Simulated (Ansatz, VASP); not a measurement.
**RbBr in VASP and in Ansatz**

File INCAR:

```
SYSTEM = RbBr
  ALGO = Normal
  EDIFF = 1E-6
  ENCUT = 520
  GGA = CA
  ISIF = 2
  ISMEAR = -1
  LASPH = .TRUE.
  LCHARG = .FALSE.
  LREAL = .FALSE.
  LWAVE = .FALSE.
  NBANDS = 15
  NELM = 60
  PREC = Accurate
  SIGMA = 0.1
```

File KPOINTS:

```
k-points
0
G
  12 12 12
  0 0 0
```

The input POSCAR:

```
RbBr
1.0
    3.4866277754      0.0000000000      0.0000000000
    0.0000000000      3.4866277754      0.0000000000
    0.0000000000      0.0000000000      3.4866277754
Rb Br
1 1
Direct
    0.0000000000      0.0000000000      0.0000000000
    0.5000000000      0.5000000000      0.5000000000
```

Input for Ansatz:

```yaml
crystal:
  lattice:
    - [3.4866277754, 0.0, 0.0]
    - [0.0, 3.4866277754, 0.0]
    - [0.0, 0.0, 3.4866277754]
  atoms:
    - { symbol: Rb, position: [0.0, 0.0, 0.0] }
    - { symbol: Br, position: [0.5, 0.5, 0.5] }
kpoints:
  mp_grid: { grid: [12, 12, 12] }
  band_path:
    path:
      - [0.0, 0.0, 0.0]
      - [0.0, 0.5, 0.0]
      - [0.5, 0.5, 0.0]
      - [0.0, 0.0, 0.0]
      - [0.5, 0.5, 0.5]
      - [0.0, 0.5, 0.0]
      - [0.5, 0.5, 0.5]
      - [0.5, 0.5, 0.0]
    npoints: 8
scf:
  occupations: { method: fermi_dirac, width: 0.1 }
hamiltonian:
  xc: lda
  pseudopotentials: { kind: paw }
output:
  forces: true
  stress: true
  eigenvalues: true
  populations: true
  dos: { projected: true, de: 0.2, e_range: [-14, 8] }
```

Change from the starting cell: volume scaled by 0.68, PAW files.

Alike in both runs: task single point; functional LDA; k mesh 12 × 12 × 12; occupations fermi-dirac, width 0.1 eV; no spin polarisation.

|  | VASP | Ansatz |
| --- | --- | --- |
| version | VASP 6.6.1 | Ansatz 0.2.0 |
| potentials or method | VASP PAW LDA potentials, release 64 (Rb_sv, Br) | PAW with Ansatz's default frozen-core files, scalar-relativistic |
| plane-wave cutoff (eV) | 520 | 420 |
| valence electrons in the cell | 16 | 16 |

|  | VASP | Ansatz | Ansatz less VASP |
| --- | --- | --- | --- |
| gap on the k mesh at the Fermi level (eV) | 4.01 | 4.04 | +0.029 |
| pressure (GPa) | 23.6 | 23.1 | -0.54 |

LDA's correlation is that of Perdew and Zunger in VASP and of Perdew and Wang (1992) in Ansatz.
